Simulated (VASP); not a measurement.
# ZnSb2C: single point with PBEsol

Crystal: ZnSb2C.

```xyz
4
Lattice="3.8274 0.0000 0.0000 0.0000 3.8274 0.0000 0.0000 0.0000 5.9709" Properties=species:S:1:pos:R:3 pbc="T T T"
Zn    0.0000    0.0000    0.0000
Sb    0.0000    1.9137    1.7374
Sb    1.9137    0.0000    4.2335
C     1.9137    1.9137    2.9854
```

```yaml
Program: VASP 6.6.1
Task: single point
Functional: PBEsol
Potentials_or_basis: VASP PAW PBE potentials, release 64 (Zn, Sb, C)
Cutoff: 520 eV
k_mesh: 4 × 4 × 4
Occupations: fermi-dirac, width 0.02 eV
Spin: no spin polarisation
Dipole_correction: no
Further_INCAR_settings: ALGO = Normal; EDIFF = 1e-06; NBANDS = 21; ISYM = 0
```

The pressure is -0.9 GPa, the largest force is 0.543 eV/Å and the band gap on the k mesh is zero (band 13 reaches 6.60 eV, above the bottom of band 14 at 5.76 eV).

Forces on the atoms (eV/Å):
```
Zn   0.000  0.000  0.000
Sb   0.000  0.000  0.543
Sb   0.000  0.000 -0.543
C    0.000  0.000  0.000
```

Stress tensor (GPa, compression positive):
```
-1.14  0.00  0.00
 0.00 -1.14  0.00
 0.00  0.00 -0.41
```

Levels at points of the mesh, in eV from the Fermi level:
| k point | band 11 | band 12 | band 13 | band 14 | band 15 | band 16 |
| --- | --- | --- | --- | --- | --- | --- |
| (0.00, 0.00, 0.00) | -1.99 | -1.12 | 0.44 | 0.66 | 0.66 | 2.51 |
| (0.50, 0.00, 0.00) | -4.35 | -3.50 | 0.09 | 0.09 | 2.51 | 2.55 |
| (0.00, 0.50, 0.00) | -4.35 | -3.50 | 0.09 | 0.09 | 2.51 | 2.55 |
| (0.50, 0.50, 0.00) | -3.68 | -3.68 | -2.76 | 0.16 | 0.37 | 0.95 |
| (0.00, 0.00, 0.50) | -4.00 | -0.40 | -0.40 | -0.40 | 0.03 | 3.77 |
| (0.50, 0.00, 0.50) | -2.60 | -2.01 | -1.29 | 0.22 | 1.37 | 2.29 |
| (0.00, 0.50, 0.50) | -2.60 | -2.01 | -1.29 | 0.22 | 1.37 | 2.29 |
| (0.50, 0.50, 0.50) | -4.49 | -4.21 | -4.21 | 2.31 | 2.51 | 2.94 |

Wall time 21 s on 1 thread of Intel(R) Xeon(R) 6975P-C (Granite Rapids) (shared host), peak memory 0.23 GiB.

Caveat: the k points lie up to 0.41 Å⁻¹ apart; the PAW data sets were made with another functional, which shifts forces and pressure a little; spin-orbit coupling is left out, which moves the levels of the heavy elements.
